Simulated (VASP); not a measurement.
Wanted: the native input for a VASP 6.6.1 run.

* Task: single point
* Functional: PBE
* Dispersion: D3(BJ)
* Potentials or basis: VASP PAW PBE potentials, release 64 (C)
* Cutoff: 520 eV
* k mesh: 18 × 18 × 18
* Occupations: gaussian, width 0.03 eV
* Spin: no spin polarisation
* Dipole correction: no
* Further INCAR settings: ALGO = Normal; EDIFF = 1e-06; NBANDS = 11

The structure of C lies in POSCAR:

```
C
1.0
    0.0000000000      2.4093838609      3.1978844530
    1.1602207361      0.0000000000      3.1978844530
    1.1602207361      2.4093838609      0.0000000000
C
2
Direct
    0.1666966007      0.8333033993      0.1666966007
    0.8333033993      0.1666966007      0.8333033993
```

These files were run (other wordings do the same):

INCAR

```
PREC = Accurate ; ENCUT = 520
EDIFF = 1E-6 ; ISMEAR = 0
SIGMA = 0.03 ; LREAL = False
LASPH = True ; NELM = 80
ALGO = Normal ; ISIF = 2
LWAVE = False ; LCHARG = True
GGA = PE ; IVDW = 12
LELF = True ; LVHAR = True
NBANDS = 11
```

KPOINTS

```
regular mesh
0
Gamma
  18 18 18
```

Potentials or basis: VASP PAW PBE potentials, release 64 (C).

Run with:

```bash
$ cat potpaw_PBE.64/C/POTCAR > POTCAR
$ mpirun -np 1 vasp_std > vasp.out
```

Results of the run:

```json
{
 "Pressure": "-15.1 GPa",
 "Largest force": "0.049 eV/Å",
 "Band gap on the k mesh": "0.18 eV, direct",
 "Dispersion energy per atom": "-0.158 eV"
}
```

It took 2.7 min on 1 thread of Intel(R) Xeon(R) Platinum 8488C (Sapphire Rapids) (shared host), peak memory 0.26 GiB.
